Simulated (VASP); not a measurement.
A run of VASP 6.6.1:

Contents of INCAR:

```
SYSTEM = TiC
PREC = Accurate
ENCUT = 520
EDIFF = 1E-6
ISMEAR = 0
SIGMA = 0.15
LREAL = .FALSE.
LASPH = .TRUE.
NELM = 100
ALGO = Normal
ISIF = 2
LWAVE = .FALSE.
LCHARG = .TRUE.
GGA = PE
LELF = .TRUE.
LVHAR = .TRUE.
NBANDS = 24
```

Contents of KPOINTS:

```
Automatic mesh
0
G
  20 20 14
  0 0 0
```

File POSCAR:

```
TiC
1.0
    0.0000000000     -2.1664615256     -2.1664615256
    0.0000000000      2.1664615256     -2.1664615256
    4.3329230512      0.0000000000      0.0000000000
Ti C
2 2
Direct
    0.5086866683      0.4913133317      0.5000000000
    1.0086866683      0.9913133317      0.0000000000
    0.4653813377      0.5346186623      0.0000000000
   -0.0346186623      0.0346186623      0.5000000000
```

Potentials or basis: VASP PAW PBE potentials, release 64 (Ti_sv, C).

The run is started by

```bash
$ cat potpaw_PBE.64/Ti_sv/POTCAR potpaw_PBE.64/C/POTCAR > POTCAR
$ mpirun -np 1 vasp_std > vasp.out
```

Hardware: 1 thread of Intel Xeon 8259CL, on a shared host.

**Question.** Estimate the wall time of this run.

**Answer.** Wall time 17 min on 1 thread of Intel Xeon 8259CL, with other jobs on the host, peak memory 0.76 GiB. Counts: scf iterations 17, k points 888.
